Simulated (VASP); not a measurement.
Write the native input for VASP 6.6.1 that does the following.

```yaml
Task: single point
Functional: PBEsol
Potentials_or_basis: VASP PAW PBE potentials, release 64 (Cd, Te)
Cutoff: 520 eV
k_mesh: 6 × 6 × 6
Occupations: gaussian, width 0.01 eV
Spin: no spin polarisation
Dipole_correction: no
Further_INCAR_settings: ALGO = Normal; EDIFF = 1e-06; NBANDS = 16
```

The structure of CdTe lies in POSCAR:

```
CdTe
1.0
    0.0000000000      3.0197278029      3.0197278029
    3.0197278029      0.0000000000      3.0197278029
    3.0197278029      3.0197278029      0.0000000000
Cd Te
1 1
Direct
    0.0000000000      0.0000000000      0.0000000000
    0.7500000000      0.7500000000      0.7500000000
```

One way to write it, as run:

INCAR

```
  PREC = Accurate
  ENCUT = 520
  EDIFF = 1E-6
  ISMEAR = 0
  SIGMA = 0.01
  LREAL = False
  LASPH = True
  NELM = 80
  ALGO = Normal
  ISIF = 2
  LWAVE = False
  LCHARG = False
  GGA = PS
  NBANDS = 16
```

KPOINTS

```
Automatic mesh
0
Gamma
  6 6 6
```

Potentials or basis: VASP PAW PBE potentials, release 64 (Cd, Te).

Launch:

```console
$ cat potpaw_PBE.64/Cd/POTCAR potpaw_PBE.64/Te/POTCAR > POTCAR
$ mpirun -np 1 vasp_std > vasp.out
```

Results of the run:

```
Pressure               : 15.4 GPa
Band gap on the k mesh : 1.31 eV, direct
```

Caveat: the PAW data sets were made with another functional, which shifts forces and pressure a little; spin-orbit coupling is left out, which moves the levels of the heavy elements.

It took 12 s on 1 thread of Intel(R) Xeon(R) 6975P-C (Granite Rapids), with other jobs on the host, peak memory 0.16 GiB.
